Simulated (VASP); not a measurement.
Here is a VASP 6.6.1 calculation.

The input POSCAR:

```
Al16Ru
1.0
    5.7275650000      0.0000000000      0.0000000000
    2.8637820000      4.9602170000      0.0000000000
    0.0000000000      0.0000000000     18.0148060000
Al Ru
16 1
Direct
    0.0000000000      0.0000000000      0.0555098956
    0.5000000873      0.0000000000      0.0555098956
   -0.0000000504      0.5000001008      0.0555098956
    0.5000000369      0.5000001008      0.0555098956
    0.1672172752      0.1663828417      0.1824344375
    0.6632475506      0.1700913488      0.1800013278
    0.1680835874      0.6659498970      0.1826009117
    0.6632461694      0.6666448262      0.1800032151
   -0.1688594903      0.3344111760      0.3036706585
    0.3402779066      0.3262609277      0.3121343633
   -0.1737699832      0.8368779027      0.3025798335
    0.3402613229      0.8334343034      0.3121395257
   -0.0375504156     -0.0103201130      0.4270817016
    0.3870292775      0.0564312005      0.4657077628
   -0.0374778260      0.5477748252      0.4270598307
    0.4914744273      0.5042406411      0.4418117520
   -0.0967978382      0.2984123477      0.5158699461
```

File INCAR.step1:

```
ALGO = Normal
EDIFF = 1E-4
ENCUT = 520
GGA = PE
ISMEAR = 0
LASPH = True
LCHARG = False
LREAL = Auto
LWAVE = True
NBANDS = 45
NELM = 60
PREC = Accurate
SIGMA = 0.15
```

Contents of INCAR.step2:

```
ALGO = Normal
EDIFF = 1E-7
ENCUT = 520
ISIF = 2
ISMEAR = 0
ISTART = 1
IVDW = 12
LASPH = True
LCHARG = False
LMIXTAU = True
LREAL = Auto
LWAVE = False
METAGGA = R2SCAN
NBANDS = 45
NELM = 60
PREC = Accurate
SIGMA = 0.15
VDW_A1 = 0.49484001
VDW_A2 = 5.73083694
VDW_S6 = 1.0
VDW_S8 = 0.78981345
```

Contents of KPOINTS:

```
k-points
0
Gamma
  3 3 1
```

Potentials or basis: VASP PAW PBE potentials, release 64 (Al, Ru_pv).

Run with:

```console
$ cat potpaw_PBE.64/Al/POTCAR potpaw_PBE.64/Ru_pv/POTCAR > POTCAR
$ cp INCAR.step1 INCAR
$ mpirun -np 1 vasp_std > vasp.out
$ cp INCAR.step2 INCAR
$ mpirun -np 1 vasp_std > vasp.out
```

(1) What does it give for the dispersion energy per atom?

(2) Estimate the largest force.

(3) Estimate the band gap on the k mesh.

Results:

(1) -0.121 eV.

(2) 0.132 eV/Å.

(3) zero (bands 31 and 32 overlap by 0.53 eV).

Caveat: the k points lie up to 0.42 Å⁻¹ apart, too coarse for converged energies and pressures of a metal; the PAW data sets were made with another functional, which shifts forces and pressure a little.
